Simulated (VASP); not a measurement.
# Re (P6/mmm) in VASP: a series of runs

The runs below take Re through relaxation of shape and atoms at fixed volume, relaxation of cell and atoms, with PBE.

Everything below comes from runs of VASP 6.6.1. Logs are shortened: lines on timing, memory, paths and dates and some standing lists are left out, and cuts for length are marked.

## 1. The cell of the first run

Symmetry: P6/mmm, No. 191, hexagonal system. The conventional cell has a = 3.655 Å, b = 3.655 Å, c = 2.286 Å, α = 90.00°, β = 90.00°, γ = 120.00°. Within 3.0 Å of Re (site symmetry 6/mmm) lie 14 Re at 2.29 to 2.40 Å. Re (site symmetry -6m2) has 11 Re at 2.11 to 2.40 Å within 2.8 Å.

## 2. Relaxation of shape and atoms at fixed volume, PBE

INCAR

```
PREC = Accurate ; ENCUT = 600
EDIFF = 1E-6 ; ISMEAR = -1
SIGMA = 0.08 ; LREAL = False
LASPH = True ; NELM = 60
ALGO = Normal ; ISIF = 4
LWAVE = False ; LCHARG = False
GGA = PE ; IBRION = 2
NSW = 50 ; EDIFFG = -0.005
```

KPOINTS

```
Automatic mesh
0
Gamma
  9 9 13
```

POSCAR

```
Re
1.0
    3.6548582904      0.0000000000      0.0000000000
   -1.8274291452      3.1652001268      0.0000000000
    0.0000000000      0.0000000000      2.2858649760
Re
3
Direct
    0.0000000000      0.0000000000      0.0000000000
    0.3333333333      0.6666666667      0.5000000000
    0.6666666667      0.3333333333      0.5000000000
```

Potentials or basis: VASP PAW PBE potentials, release 64 (Re).

On the command line:

```console
cat potpaw_PBE.64/Re/POTCAR > POTCAR
mpirun -np 1 vasp_std > vasp.out
```

OUTCAR:

```text
PREC = Accurate
   ENCUT = 600
   EDIFF = 1E-6
   ISMEAR = -1
   LREAL = False
   LASPH = True
   NELM = 60
   ISIF = 4
   GGA = PE
   IBRION = 2
   NSW = 50
   EDIFFG = -0.005

 ion  position               nearest neighbor table
   1  0.000  0.000  0.000-   2 2.40   3 2.40   2 2.40   3 2.40   3 2.40   3 2.40   2 2.40   2 2.40
                             3 2.40   3 2.40   2 2.40   2 2.40
   2  0.333  0.667  0.500-   3 2.11   3 2.11   3 2.11   1 2.40   1 2.40   1 2.40   1 2.40   1 2.40
                             1 2.40   3 3.11   3 3.11   3 3.11   3 3.11   3 3.11   3 3.11
   3  0.667  0.333  0.500-   2 2.11   2 2.11   2 2.11   1 2.40   1 2.40   1 2.40   1 2.40   1 2.40
                             1 2.40   2 3.11   2 3.11   2 3.11   2 3.11   2 3.11   2 3.11

  LATTYP: Found a hexagonal cell.
 ALAT       =     3.6548582904
 C/A-ratio  =     0.6254319031

  Lattice vectors:

 A1 = (   3.6548582904,   0.0000000000,   0.0000000000)
 A2 = (  -1.8274291452,   3.1652001268,   0.0000000000)
 A3 = (   0.0000000000,   0.0000000000,   2.2858649760)

Analysis of symmetry for initial positions (statically):
=====================================================================
 Subroutine PRICEL returns:
 Original cell was already a primitive cell.

 Routine SETGRP: Setting up the symmetry group for a
 hexagonal supercell.

 Subroutine GETGRP returns: Found 24 space group operations
 (whereof 24 operations were pure point group operations)
 out of a pool of 24 trial point group operations.

The static configuration has the point symmetry D_6h.

Analysis of symmetry for dynamics (positions and initial velocities):
=====================================================================
 Subroutine PRICEL returns:
 Original cell was already a primitive cell.

 Routine SETGRP: Setting up the symmetry group for a
 hexagonal supercell.

 Subroutine GETGRP returns: Found 24 space group operations
 (whereof 24 operations were pure point group operations)
 out of a pool of 24 trial point group operations.

The dynamic configuration has the point symmetry D_6h.

 Subroutine INISYM returns: Found 24 space group operations
 (whereof 24 operations are pure point group operations),
 and found     1 'primitive' translations

----------------------------------------------------------------------------------------

                                     Primitive cell

[... 107 lines left out ...]
   ISMEAR =    -1;   SIGMA  =   0.08  broadening in eV -4-tet -1-fermi 0-gaus
   EFERMI_NEDOS =   21; number of points for ismear=-14 and -15
   IALGO  =     38    algorithm
   IMIX   =      4    mixing-type and parameters
     AMIX     =   0.40;   BMIX     =  1.00
     AMIX_MAG =   1.60;   BMIX_MAG =  1.00
  volume/ion in A,a.u.               =       8.81        59.48
  Fermi-wavevector in a.u.,A,eV,Ry     =   1.516028  2.864877 31.270818  2.298340
  Thomas-Fermi vector in A             =   2.625473
   LORBIT       =      0    0 simple, 1 ext, 2 COOP (PROOUT), +10 PAW based schemes
   GGA     = PE    functional components
   LHFCALC =     F    Hartree Fock is set to
   AEXX    =    0.0000 exact exchange contribution
   IVDW    =     0    specifies the selected vdW correction
   LEPSILON=     F    determine dielectric tensor
   LRPA    =     F    only Hartree local field effects (RPA)
 conjugate gradient relaxation of ions
 non-spin polarized calculation
  energy-cutoff  :      600.00
  volume of cell :       26.44
 maximum number of plane-waves:       915
 NGX is ok and might be reduce to    30
   NGX = 15   NGY = 15   NGZ =  9

--------------------------------------- Ionic step        1  -------------------------------------------

 number of electron      20.9999999 magnetization

 Free energy of the ion-electron system (eV)
  ---------------------------------------------------
  ext. energy  EPLUGINS =         0.00000000
  ---------------------------------------------------
  free energy    TOTEN  =       -14.19306179 eV

  energy without entropy =      -14.17495906  energy(sigma->0) =      -14.18401042

------------------------ aborting loop because EDIFF is reached ----------------------------------------

  FORCE on cell =-STRESS in cart. coord.  units (eV):
  Direction    XX          YY          ZZ          XY          YZ          ZX
  --------------------------------------------------------------------------------------
  -------------------------------------------------------------------------------------
  Total      101.8722222    101.8722222     94.2753460      0.0000000     -0.0000000      0.0000000
  in kB     6172.2580034   6172.2580037   5711.9766934      0.0000000     -0.0000000      0.0000000
  external PRESSURE =    6018.8309002 kB  Pullay stress =       0.0000000 kB
[... 98 lines left out ...]
--------------------------------------- Ionic step        4  -------------------------------------------

 number of electron      21.0000002 magnetization

 Free energy of the ion-electron system (eV)
  ---------------------------------------------------
  ext. energy  EPLUGINS =         0.00000000
  ---------------------------------------------------
  free energy    TOTEN  =       -14.24274227 eV

  energy without entropy =      -14.22090759  energy(sigma->0) =      -14.23182493

 E-fermi :  16.1980     XC(G=0): -16.6946

 val. band max:       16.1852751465   @ k =   0.3333   0.2222   0.0000
 cond. band min:      16.2016201129   @ k =   0.3333   0.1111   0.3077
 fundamental gap:      0.0163449664
 Fermi energy:        16.1980418182

 k-point     1 :       0.0000    0.0000    0.0000
  band No.  band energies     occupation
      1       2.8487      2.00000
      2       4.1420      2.00000
      3      10.0059      2.00000
      4      11.4675      2.00000
      5      11.5636      2.00000
      6      11.5636      2.00000
      7      11.6568      2.00000
      8      11.6568      2.00000
      9      13.6466      2.00000
     10      13.6466      2.00000
     11      15.4454      1.99984
     12      15.4454      1.99984
     13      15.5615      1.99930
     14      15.5615      1.99930
[... 377 lines left out ...]
      1       4.1954      2.00000
      2       5.9477      2.00000
      3       5.9477      2.00000
      4       8.6322      2.00000
      5       8.6322      2.00000
      6       9.3903      2.00000
      7      12.4084      2.00000
      8      13.9410      2.00000
      9      13.9410      2.00000
     10      15.4398      1.99985
     11      15.4398      1.99985
     12      17.3733      0.00000
     13      20.0683      0.00000
     14      20.0683      0.00000

 [... further k-points ...]
[... 5 lines left out ...]
  --------------------------------------------------------------------------------------
  -------------------------------------------------------------------------------------
  Total       99.1330206     99.1330206     99.1143387      0.0000000     -0.0000000      0.0000000
  in kB     6006.2946160   6006.2946164   6005.1627133      0.0000000     -0.0000000      0.0000000
  external PRESSURE =    6005.9173152 kB  Pullay stress =       0.0000000 kB
[... 18 lines left out ...]
  FREE ENERGIE OF THE ION-ELECTRON SYSTEM (eV)
  ---------------------------------------------------
  free  energy   TOTEN  =       -14.2427422731 eV

  energy  without entropy=      -14.2209075866  energy(sigma->0) =      -14.23182493

 reached required accuracy - stopping structural energy minimisation
```

OSZICAR:

```text
N       E                     dE             d eps       ncg     rms          rms(c)
DAV:   1     0.214683250078E+03    0.21468E+03   -0.10430E+04  4024   0.226E+03
DAV:   2     0.639279636957E+01   -0.20829E+03   -0.18542E+03  4312   0.736E+02
DAV:   3    -0.144983157269E+02   -0.20891E+02   -0.19748E+02  4112   0.446E+02
[... 32 lines left out ...]
DAV:   1    -0.142428213506E+02   -0.42810E-03   -0.15992E-02  3920   0.473E+00    0.639E-02
DAV:   2    -0.142427674585E+02    0.53892E-04   -0.27765E-04  4288   0.304E-01    0.400E-02
DAV:   3    -0.142427445005E+02    0.22958E-04   -0.31600E-05  3724   0.101E-01    0.166E-02
DAV:   4    -0.142427423021E+02    0.21984E-05   -0.10574E-05  2336   0.543E-02    0.947E-03
DAV:   5    -0.142427422731E+02    0.29000E-07   -0.62231E-07  1626   0.370E-02
   4 F= -.14242742E+02 E0= -.14231825E+02  d E =-.496805E-01
```

CONTCAR:

```text
Re
   1.00000000000000
     3.6793963262097371    0.0000000000000000    0.0000000000000000
    -1.8396981631048686    3.1864506892144493    0.0000000000000000
     0.0000000000000000   -0.0000000000000000    2.2554775991425675
  Re
     3
Direct
     0.0000000000000000    0.0000000000000000    0.0000000000000000
     0.3333333332999970    0.6666666667000030    0.5000000000000000
     0.6666666667000030    0.3333333332999970    0.5000000000000000

  0.00000000E+00  0.00000000E+00  0.00000000E+00
  0.00000000E+00  0.00000000E+00  0.00000000E+00
  0.00000000E+00  0.00000000E+00  0.00000000E+00
```

It took 3.4 min on 1 thread of AMD EPYC 7R13, shared host; peak memory 0.14 GiB.

The run converged, but its numbers aren't listed here, since they failed a check.

Caveat: the bands computed are all filled at some k points, so no gap is given; spin-orbit coupling is left out, which moves the levels of the heavy elements.

## 3. Relaxation of shape and atoms at fixed volume, PBE

This run uses another cell than the first one, of 11.85 Å³/atom, 1.345 times its volume.

INCAR

```
SYSTEM = Re
PREC = Accurate ; ENCUT = 600
EDIFF = 1E-7 ; ISMEAR = -1
SIGMA = 0.08 ; LREAL = .FALSE.
LASPH = .TRUE. ; NELM = 80
ALGO = Normal ; ISIF = 4
LWAVE = .FALSE. ; LCHARG = .FALSE.
GGA = PE ; IBRION = 2
NSW = 50 ; EDIFFG = -0.005
```

KPOINTS

```
Automatic mesh
0
G
  9 9 13
  0 0 0
```

POSCAR

```
Re
1.0
    4.0342184613      0.0000000000      0.0000000000
   -2.0171092306      3.4937356719      0.0000000000
    0.0000000000      0.0000000000      2.5231289296
Re
3
Direct
    0.0000000000      0.0000000000      0.0000000000
    0.3333333333      0.6666666667      0.5000000000
    0.6666666667      0.3333333333      0.5000000000
```

Potentials or basis: VASP PAW PBE potentials, release 64 (Re).

On the command line:

```console
cat potpaw_PBE.64/Re/POTCAR > POTCAR
mpirun -np 1 vasp_std > vasp.out
```

It took 4.6 min on 1 thread of AMD EPYC 7R13, shared host; peak memory 0.16 GiB.

Results (log left out):

```
Free energy               : -33.0621 eV
Energy gained by relaxing : 3.9 meV/atom
Ionic steps               : 4
Pressure after relaxing   : 149.5 GPa
```

Step by step:
```
step  energy change (eV)  largest force (eV/Å)  pressure (GPa)  volume (Å³)
   1              0.0000                0.0000          149.87        35.56
   2              0.0835                0.0000          149.38        35.56
   3             -0.0115                0.0000          149.55        35.56
   4             -0.0116                0.0000          149.54        35.56
```

Final structure:
```
Re
1.0
     4.05055    0.00000    0.00000
    -2.02528    3.50788    0.00000
     0.00000    0.00000    2.50282
Re
3
Direct
  0.00000 0.00000 0.00000
  0.33333 0.66667 0.50000
  0.66667 0.33333 0.50000
```

Levels at points of the mesh, in eV from the Fermi level:
```
           k point  band 6  band 7  band 8  band 9  band 10  band 11  band 12  band 13  band 14
(0.00, 0.00, 0.00)   -3.59   -3.59   -2.86   -1.32    -1.32    -0.03    -0.03     0.05     0.05
```

Caveat: spin-orbit coupling is left out, which moves the levels of the heavy elements.

## 4. Relaxation of cell and atoms, PBE

This run uses another cell than the first one, of 14.96 Å³/atom, 1.697 times its volume.

INCAR

```
PREC     = Accurate       # precision mode
ENCUT    = 600            # plane-wave cutoff, eV
EDIFF    = 1E-7           # SCF threshold, eV
ISMEAR   = -1             # smearing method
SIGMA    = 0.08           # smearing width, eV
LREAL    = False          # projectors in reciprocal space
LASPH    = True           # aspherical terms in the spheres
NELM     = 60             # most SCF steps
ALGO     = Normal         # electronic algorithm
ISIF     = 3              # what is computed and relaxed
LWAVE    = False          # write WAVECAR
LCHARG   = False          # write CHGCAR
GGA      = PE             # functional
IBRION   = 2              # ionic algorithm
NSW      = 60             # ionic steps
EDIFFG   = -0.005         # ionic threshold
```

KPOINTS

```
regular mesh
0
Gamma
  9 9 13
```

POSCAR

```
Re
1.0
    4.3718150785      0.0000000000      0.0000000000
   -2.1859075392      3.7861029186      0.0000000000
    0.0000000000      0.0000000000      2.7105253487
Re
3
Direct
    0.0000000000      0.0000000000      0.0000000000
    0.3333333333      0.6666666667      0.5000000000
    0.6666666667      0.3333333333      0.5000000000
```

On the command line:

```console
cat potpaw_PBE.64/Re/POTCAR > POTCAR
mpirun -np 1 vasp_std > vasp.out
```

Wall time 10 min (1 thread of AMD EPYC 7R13, shared host); peak memory 0.2 GiB.

It converged, with:

| Quantity | Value |
| --- | --- |
| Free energy | -36.7939 eV |
| Relaxed volume | 15.17 Å³/atom |
| Relaxed cell | a = 4.378 Å, b = 4.378 Å, c = 2.742 Å, α = 90.00°, β = 90.00°, γ = 120.00° |
| Space group after relaxing (to 0.05 Å) | P6/mmm (No. 191) |
| Energy gained by relaxing | 4.7 meV/atom |
| Ionic steps | 6 |
| Pressure after relaxing | 0.0 GPa |

Step by step:
| step | energy change (eV) | largest force (eV/Å) | pressure (GPa) | volume (Å³) |
| --- | --- | --- | --- | --- |
| 1 | 0.0000 | 0.0000 | 4.99 | 44.87 |
| 2 | 0.1185 | 0.0000 | -16.23 | 47.95 |
| 3 | -0.0127 | 0.0000 | -0.68 | 45.58 |
| 4 | -0.0127 | 0.0000 | -0.56 | 45.56 |
| 5 | -0.0123 | 0.0000 | 0.73 | 45.44 |
| 6 | -0.0141 | 0.0000 | 0.03 | 45.50 |

Final structure:
```
Re
1.0
     4.37764    0.00000    0.00000
    -2.18882    3.79115    0.00000
     0.00000    0.00000    2.74180
Re
3
Direct
  0.00000 0.00000 0.00000
  0.33333 0.66667 0.50000
  0.66667 0.33333 0.50000
```

Levels at points of the mesh, in eV from the Fermi level:
```
           k point  band 6  band 7  band 8  band 9  band 10  band 11  band 12  band 13  band 14
(0.00, 0.00, 0.00)   -2.78   -2.78   -1.86   -0.78    -0.78     0.05     0.05     0.10     0.10
```

Caveat: spin-orbit coupling is left out, which moves the levels of the heavy elements.
